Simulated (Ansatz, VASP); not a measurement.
**Zn in VASP and in Ansatz**

```
Zn
1.0
     4.48388    0.00000    0.00000
    -2.24194    3.88316    0.00000
     0.00000    0.00000    2.68647
Zn
3
Direct
  0.00000 0.00000 0.00000
  0.33333 0.66667 0.50000
  0.66667 0.33333 0.50000
```

Alike in both runs: functional PBE; k mesh 8 × 8 × 12; occupations fermi-dirac, width 0.1 eV; no spin polarisation.

Ansatz relaxed the structure, and its values are those at the end. VASP's run is a single point on that final structure, the one shown.

|  | VASP | Ansatz |
| --- | --- | --- |
| version | VASP 6.6.1 | Ansatz 0.2.0 |
| potentials or method | VASP PAW PBE potentials, release 64 (Zn), cutoff 520 eV | plane waves (420 eV) with PAW, scalar-relativistic |
| valence electrons in the cell | 36 | 36 |

Ansatz gave:

| Item | Value |
| --- | --- |
| pressure (GPa) | 0.0 |

Estimate VASP's values.

pressure (GPa): 0.3.
